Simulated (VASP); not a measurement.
Crystal: Yb.

```xyz
1
Lattice="0.0000 2.6152 2.6152 2.6152 0.0000 2.6152 2.6152 2.6152 0.0000" Properties=species:S:1:pos:R:3 pbc="T T T"
Yb    0.0000    0.0000    0.0000
```

Base run:

* Program: VASP 6.6.1
* Functional: PBE
* Potentials or basis: VASP PAW PBE potentials, release 64 (Yb)
* Cutoff: 520 eV
* k mesh: 10 × 10 × 10
* Occupations: methfessel-paxton, width 1 eV
* Spin: no spin polarisation

Its results: band gap on the k mesh zero (bands 12 and 13 overlap by 0.02 eV); pressure -0.1 GPa.

Problem. The run is repeated on the same cell with these changes: occupations from methfessel-paxton, width 1 eV to methfessel-paxton, width 0.3 eV. What comes out?

Solution. Band gap on the k mesh zero (bands 12 and 13 overlap by 0.02 eV); pressure -1.2 GPa.

Caveats: so wide a smearing shifts energies and pressures; spin-orbit coupling is left out, which moves the levels of the heavy elements.
